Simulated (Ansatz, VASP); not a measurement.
# One calculation of Al, two programs

The input INCAR:

```
SYSTEM = Al
ALGO = Fast
EDIFF = 1E-6
ENCUT = 520
GGA = PE
ISIF = 2
ISMEAR = 0
IVDW = 12
LASPH = .True.
LCHARG = .False.
LREAL = .False.
LWAVE = .False.
NBANDS = 14
NELM = 100
PREC = Accurate
SIGMA = 0.15
```

Contents of KPOINTS:

```
k-points
0
Gamma
  18 18 4
  0 0 0
```

File POSCAR:

```
Al
1.0
    2.8144222650      0.0000000000      0.0000000000
   -1.4072111325      2.4373611785      0.0000000000
    0.0000000000      0.0000000000      9.2410470710
Al
4
Direct
    0.0000000000      0.0000000000      0.0000000000
    0.3907725021      0.7815450041      0.2500000000
    0.0000000000      0.0000000000      0.5000000000
    0.6666666667      0.3333333333      0.7500000000
```

Input for Ansatz:

```yaml
crystal:
  lattice:
    - [2.814422265, 0.0, 0.0]
    - [-1.4072111325, 2.4373611785, 0.0]
    - [0.0, 0.0, 9.241047071]
  atoms:
    - { symbol: Al, position: [0.0, 0.0, 0.0] }
    - { symbol: Al, position: [0.3907725021, 0.7815450041, 0.25] }
    - { symbol: Al, position: [0.0, 0.0, 0.5] }
    - { symbol: Al, position: [0.6666666667, 0.3333333333, 0.75] }
basis:
  ecutwfc: 420
kpoints:
  mp_grid: { grid: [18, 18, 4] }
hamiltonian:
  xc: pbe
  pseudopotentials: { kind: paw, azcp: { folder: soft_1 } }
  dispersion: d3bj
scf:
  occupations: { method: gaussian, width: 0.15 }
output:
  forces: true
  stress: true
  eigenvalues: true
```

Alike in both runs: task single point; functional PBE; dispersion D3(BJ); k mesh 18 × 18 × 4; occupations gaussian, width 0.15 eV; no spin polarisation.

|  | VASP | Ansatz |
| --- | --- | --- |
| version | VASP 6.6.1 | Ansatz 0.2.0 |
| potentials or method | VASP PAW PBE potentials, release 64 (Al), cutoff 520 eV | scalar-relativistic, plane waves, PAW |
| valence electrons in the cell | 12 | 12 |

|  | VASP | Ansatz | Ansatz less VASP |
| --- | --- | --- | --- |
| gap on the k mesh at the Fermi level (eV) | none | none | - |
| pressure (GPa) | 0.3 | 0.3 | 0.00 |
| traceless stress, the component that is largest in VASP (GPa) | 0.72 | 0.71 | -0.004 |
| rms of the force components (eV/Å) | 0.087 | 0.087 | +0.0001 |

Atom by atom the forces differ by 0.000 eV/Å (rms over components). A gap of «none» marks a metal or a gap that the smearing closes.
